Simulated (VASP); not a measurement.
# ZrO2 (Fm-3m) in VASP: single point with r2SCAN

Aim: the single point of ZrO2 with r2SCAN.

Program: VASP 6.6.1. These are calculated values, not measurements. Logs are shortened: lines on timing, memory, paths and dates and some standing lists are left out, and cuts for length are marked.

## 1. The cell of the first run

It takes space group Fm-3m (No. 225, cubic). The conventional cell has a = 5.149 Å, b = 5.149 Å, c = 5.149 Å, α = 90.00°, β = 90.00°, γ = 90.00°. Zr (site symmetry m-3m) has 8 O at 2.23 Å within 2.9 Å. Within 2.9 Å of O (site symmetry -43m) lie 4 Zr at 2.23 Å and 6 O at 2.57 Å.

## 2. Single point, r2SCAN

The input, POSCAR:

```
ZrO2
1.0
    0.0000000000      2.5742961700      2.5742961700
    2.5742961700      0.0000000000      2.5742961700
    2.5742961700      2.5742961700      0.0000000000
Zr O
1 2
Direct
    0.0000000000      0.0000000000      0.0000000000
    0.2500000000      0.2500000000      0.2500000000
    0.7500000000      0.7500000000      0.7500000000
```

The input, INCAR.step1:

```
SYSTEM = ZrO2
  PREC = Accurate
  ENCUT = 660
  ISMEAR = -1
  SIGMA = 0.1
  LREAL = .False.
  LASPH = .True.
  NELM = 120
  NBANDS = 19
  GGA = PE
  ALGO = Normal
  EDIFF = 1E-5
  LWAVE = .True.
  LCHARG = .False.
  GGA_COMPAT = .False.
```

The input, INCAR.step2:

```
SYSTEM = ZrO2
  PREC = Accurate
  ENCUT = 660
  EDIFF = 1E-6
  ISMEAR = -1
  SIGMA = 0.1
  LREAL = .False.
  LASPH = .True.
  NELM = 120
  ALGO = Normal
  ISIF = 2
  LWAVE = .False.
  LCHARG = .False.
  METAGGA = R2SCAN
  LMIXTAU = .True.
  NBANDS = 19
  ISTART = 1
  GGA_COMPAT = .False.
```

The input, KPOINTS:

```
Automatic mesh
0
Gamma
  9 9 9
  0 0 0
```

Potentials or basis: VASP PAW PBE potentials, release 64 (Zr_sv, O).

The run is started by

```sh
> cat potpaw_PBE.64/Zr_sv/POTCAR potpaw_PBE.64/O/POTCAR > POTCAR
> cp INCAR.step1 INCAR
> mpirun -np 1 vasp_std > vasp.out
> cp INCAR.step2 INCAR
> mpirun -np 1 vasp_std > vasp.out
```

OUTCAR:

```text
SYSTEM = ZrO2
   PREC = Accurate
   ENCUT = 660
   EDIFF = 1E-6
   ISMEAR = -1
   LREAL = .False.
   LASPH = .True.
   NELM = 120
   ISIF = 2
   METAGGA = R2SCAN
   ISTART = 1

 ion  position               nearest neighbor table
   1  0.000  0.000  0.000-   3 2.23   3 2.23   3 2.23   2 2.23   3 2.23   2 2.23   2 2.23   2 2.23

   2  0.250  0.250  0.250-   1 2.23   1 2.23   1 2.23   1 2.23
   3  0.750  0.750  0.750-   1 2.23   1 2.23   1 2.23   1 2.23

  LATTYP: Found a face centered cubic cell.
 ALAT       =     5.1485923400

  Lattice vectors:

 A1 = (   0.0000000000,   2.5742961700,   2.5742961700)
 A2 = (   2.5742961700,   0.0000000000,   2.5742961700)
 A3 = (   2.5742961700,   2.5742961700,   0.0000000000)

Analysis of symmetry for initial positions (statically):
=====================================================================
 Subroutine PRICEL returns:
 Original cell was already a primitive cell.

 Routine SETGRP: Setting up the symmetry group for a
 face centered cubic supercell.

 Subroutine GETGRP returns: Found 48 space group operations
 (whereof 48 operations were pure point group operations)
 out of a pool of 48 trial point group operations.

The static configuration has the point symmetry O_h .

Analysis of symmetry for dynamics (positions and initial velocities):
=====================================================================
 Subroutine PRICEL returns:
 Original cell was already a primitive cell.

 Routine SETGRP: Setting up the symmetry group for a
 face centered cubic supercell.

 Subroutine GETGRP returns: Found 48 space group operations
 (whereof 48 operations were pure point group operations)
 out of a pool of 48 trial point group operations.

The dynamic configuration has the point symmetry O_h .

 Subroutine INISYM returns: Found 48 space group operations
 (whereof 48 operations are pure point group operations),
 and found     1 'primitive' translations

----------------------------------------------------------------------------------------

                                     Primitive cell

  volume of cell :      34.1197

  direct lattice vectors                    reciprocal lattice vectors
     0.000000000  2.574296170  2.574296170    -0.194227846  0.194227846  0.194227846
     2.574296170  0.000000000  2.574296170     0.194227846 -0.194227846  0.194227846
     2.574296170  2.574296170  0.000000000     0.194227846  0.194227846 -0.194227846

  length of vectors
     3.640604557  3.640604557  3.640604557     0.336412497  0.336412497  0.336412497

  position of ions in fractional coordinates (direct lattice)
     0.000000000  0.000000000  0.000000000
     0.250000000  0.250000000  0.250000000
     0.750000000  0.750000000  0.750000000

  ion indices of the primitive-cell ions
   primitive index   ion index
                 1           1
                 2           2
                 3           3

----------------------------------------------------------------------------------------

 KPOINTS: Automatic mesh

Automatic generation of k-mesh.
 Grid dimensions read from file:
 generate k-points for:    9    9    9

 Generating k-lattice:

  Cartesian coordinates                     Fractional coordinates (reciprocal lattice)
    -0.021580872  0.021580872  0.021580872     0.111111111  0.000000000  0.000000000
     0.021580872 -0.021580872  0.021580872     0.000000000  0.111111111  0.000000000
     0.021580872  0.021580872 -0.021580872     0.000000000  0.000000000  0.111111111

  Length of vectors
     0.037379166  0.037379166  0.037379166

  Shift w.r.t. Gamma in fractional coordinates (k-lattice)
     0.000000000  0.000000000  0.000000000

 Subroutine IBZKPT returns following result:
 ===========================================

 Found     35 irreducible k-points:

 Following reciprocal coordinates:
            Coordinates               Weight
  0.000000  0.000000  0.000000      1.000000
  0.111111  0.000000  0.000000      8.000000
  0.222222  0.000000  0.000000      8.000000
  0.333333  0.000000  0.000000      8.000000
  0.444444  0.000000  0.000000      8.000000
  0.111111  0.111111  0.000000      6.000000
[... 16 lines left out ...]
 -0.333333  0.333333  0.000000     12.000000
  0.444444  0.444444  0.000000      6.000000
 [... further k-points ...]
   k-points           NKPTS =     35   k-points in BZ     NKDIM =     35   number of bands    NBANDS=     19
   number of dos      NEDOS =    301   number of ions     NIONS =      3
   total plane-waves  NPLWV =  32768
   dimension x,y,z NGX =    32 NGY =   32 NGZ =   32
   dimension x,y,z NGXF=    64 NGYF=   64 NGZF=   64
   ions per type =               1   2
   NGX,Y,Z   is equivalent  to a cutoff of  14.61, 14.61, 14.61 a.u.
   NGXF,Y,Z  is equivalent  to a cutoff of  29.23, 29.23, 29.23 a.u.
 SYSTEM =  ZrO2
   PREC   = accura    normal or accurate (medium, high low for compatibility)
   ISTART =      1    job   : 0-new  1-cont  2-samecut
   ICHARG =      0    charge: 1-file 2-atom 10-const
   ISPIN  =      1    spin polarized calculation?
   LNONCOLLINEAR =      F non collinear calculations
   LSORBIT =      F    spin-orbit coupling
   LASPH  =      T    aspherical Exc in radial PAW
   ENCUT  =  660.0 eV  48.51 Ry    6.96 a.u.   7.63  7.63  7.63*2*pi/ulx,y,z
   NELM   =    120;   NELMIN=  2; NELMDL=  0     # of ELM steps
   EDIFF  = 0.1E-05   stopping-criterion for ELM
   LREAL  =      F    real-space projection
[... 7 lines left out ...]
   TEBEG  =    0.0;   TEEND  =   0.0 temperature during run
   PSTRESS=    0.0 pullay stress
   NELECT =      24.0000    total number of electrons
   NUPDOWN=      -1.0000    fix difference up-down
   EMIN   =  10.00;   EMAX   =-10.00  energy-range for DOS
   EFERMI =   0.00;   METHOD = LEGACY
   ISMEAR =    -1;   SIGMA  =   0.10  broadening in eV -4-tet -1-fermi 0-gaus
   EFERMI_NEDOS =   21; number of points for ismear=-14 and -15
   IALGO  =     38    algorithm
   IMIX   =      4    mixing-type and parameters
     AMIX     =   0.40;   BMIX     =  1.00
     AMIX_MAG =   1.60;   BMIX_MAG =  1.00
  volume/ion in A,a.u.               =      11.37        76.75
  Fermi-wavevector in a.u.,A,eV,Ry     =   1.455940  2.751327 28.841093  2.119761
  Thomas-Fermi vector in A             =   2.572916
   LORBIT       =      0    0 simple, 1 ext, 2 COOP (PROOUT), +10 PAW based schemes
   METAGGA = R2SCAN    functional components
   LHFCALC =     F    Hartree Fock is set to
   AEXX    =    0.0000 exact exchange contribution
   IVDW    =     0    specifies the selected vdW correction
   LEPSILON=     F    determine dielectric tensor
   LRPA    =     F    only Hartree local field effects (RPA)
 non-spin polarized calculation
  energy-cutoff  :      660.00
  volume of cell :       34.12
 maximum number of plane-waves:      1363
   NGX = 15   NGY = 15   NGZ = 15

 number of electron      23.9999998 magnetization

 Free energy of the ion-electron system (eV)
  ---------------------------------------------------
  ext. energy  EPLUGINS =         0.00000000
  ---------------------------------------------------
  free energy    TOTEN  =       -45.83871838 eV

  energy without entropy =      -45.83871838  energy(sigma->0) =      -45.83871838

 E-fermi :   8.4192     XC(G=0): -12.3333

 val. band max:        6.4810648408   @ k =  -0.4444   0.4444   0.0000
 cond. band min:      10.2975938288   @ k =   0.0000   0.0000   0.0000
 fundamental gap:      3.8165289880
 Fermi energy:         8.4191568952

 k-point     1 :       0.0000    0.0000    0.0000
  band No.  band energies     occupation
      1     -43.2313      2.00000
      2     -20.3204      2.00000
      3     -20.3204      2.00000
      4     -20.3204      2.00000
      5     -12.4973      2.00000
      6     -10.0907      2.00000
[... 11 lines left out ...]
     18      16.0772      0.00000
     19      21.4677      0.00000

 k-point     2 :       0.1111    0.0000    0.0000
  band No.  band energies     occupation
      1     -43.2266      2.00000
      2     -20.4006      2.00000
      3     -20.3276      2.00000
      4     -20.3276      2.00000
      5     -12.3358      2.00000
      6     -10.2042      2.00000
[... 11 lines left out ...]
     18      15.9001      0.00000
     19      21.1878      0.00000

 k-point     3 :       0.2222    0.0000    0.0000
  band No.  band energies     occupation
      1     -43.2146      2.00000
      2     -20.5931      2.00000
      3     -20.3458      2.00000
      4     -20.3458      2.00000
      5     -11.9560      2.00000
      6     -10.4413      2.00000
[... 11 lines left out ...]
     18      15.7180      0.00000
     19      20.5684      0.00000

 k-point     4 :       0.3333    0.0000    0.0000
  band No.  band energies     occupation
      1     -43.2010      2.00000
      2     -20.7964      2.00000
      3     -20.3663      2.00000
      4     -20.3663      2.00000
      5     -11.6410      2.00000
      6     -10.5580      2.00000
[... 11 lines left out ...]
     18      16.3226      0.00000
     19      20.3501      0.00000

 k-point     5 :       0.4444    0.0000    0.0000
  band No.  band energies     occupation
      1     -43.1921      2.00000
      2     -20.9215      2.00000
      3     -20.3796      2.00000
      4     -20.3796      2.00000
      5     -11.5733      2.00000
      6     -10.4755      2.00000
[... 11 lines left out ...]
     18      16.0757      0.00000
     19      20.9455      0.00000
[... 334 lines left out ...]
      2     -20.9085      2.00000
      3     -20.4861      2.00000
      4     -20.4486      2.00000
      5     -11.0730      2.00000
      6     -10.8010      2.00000
[... 11 lines left out ...]
     18      18.0156      0.00000
     19      22.0438      0.00000

 k-point    22 :      -0.4444    0.3333    0.0000
  band No.  band energies     occupation
      1     -43.1794      2.00000
      2     -20.8823      2.00000
      3     -20.5923      2.00000
      4     -20.4443      2.00000
      5     -11.0813      2.00000
      6     -10.6975      2.00000
[... 11 lines left out ...]
     18      18.7886      0.00000
     19      21.7958      0.00000

 k-point    23 :      -0.3333    0.3333    0.0000
  band No.  band energies     occupation
      1     -43.1808      2.00000
      2     -20.7673      2.00000
      3     -20.7102      2.00000
      4     -20.4230      2.00000
      5     -11.0435      2.00000
      6     -10.7582      2.00000
[... 11 lines left out ...]
     18      18.4347      0.00000
     19      22.4345      0.00000

 k-point    24 :       0.4444    0.4444    0.0000
  band No.  band energies     occupation
      1     -43.1791      2.00000
      2     -20.9784      2.00000
      3     -20.4667      2.00000
      4     -20.4667      2.00000
      5     -11.1798      2.00000
      6     -10.6074      2.00000
[... 11 lines left out ...]
     18      19.0750      0.00000
     19      21.7571      0.00000

 [... further k-points ...]
[... 5 lines left out ...]
  --------------------------------------------------------------------------------------
  -------------------------------------------------------------------------------------
  Total       -1.7746388     -1.7746388     -1.7746388     -0.0000000      0.0000000     -0.0000000
  in kB      -83.3326198    -83.3326198    -83.3326198     -0.0000000      0.0000000     -0.0000000
  external PRESSURE =     -83.3326198 kB  Pullay stress =       0.0000000 kB

 VOLUME and BASIS-vectors are now :
 -----------------------------------------------------------------------------
  energy-cutoff  :      660.00
  volume of cell :       34.12
      direct lattice vectors                 reciprocal lattice vectors
     0.000000000  2.574296170  2.574296170    -0.194227846  0.194227846  0.194227846
     2.574296170  0.000000000  2.574296170     0.194227846 -0.194227846  0.194227846
     2.574296170  2.574296170  0.000000000     0.194227846  0.194227846 -0.194227846

 POSITION                                       TOTAL-FORCE (eV/Angst)
 -----------------------------------------------------------------------------------
      0.00000      0.00000      0.00000         0.000000      0.000000      0.000000
      1.28715      1.28715      1.28715         0.000000      0.000000      0.000000
      3.86144      3.86144      3.86144        -0.000000     -0.000000     -0.000000
 -----------------------------------------------------------------------------------
    total drift:                                0.000000     -0.000000      0.000000

  FREE ENERGIE OF THE ION-ELECTRON SYSTEM (eV)
  ---------------------------------------------------
  free  energy   TOTEN  =       -45.8387183807 eV

  energy  without entropy=      -45.8387183798  energy(sigma->0) =      -45.83871838
```

Wall time 3.7 min (1 thread of Intel Xeon 8259CL, shared host); peak memory 0.2 GiB.

Results:

```
Free energy            : -45.8387 eV
Pressure               : -8.3 GPa
Band gap on the k mesh : 3.82 eV, indirect (least direct gap 4.29 eV)
```

Levels at points of the mesh, in eV from the valence-band top:
| k point | band 8 | band 9 | band 10 | band 11 | band 12 | band 13 | band 14 | band 15 | band 16 | band 17 |
| --- | --- | --- | --- | --- | --- | --- | --- | --- | --- | --- |
| (0.00, 0.00, 0.00) | -5.07 | -5.07 | -0.49 | -0.49 | -0.49 | 3.82 | 3.82 | 6.97 | 9.60 | 9.60 |

Caveat: the PAW data sets were made with another functional, which shifts forces and pressure a little.
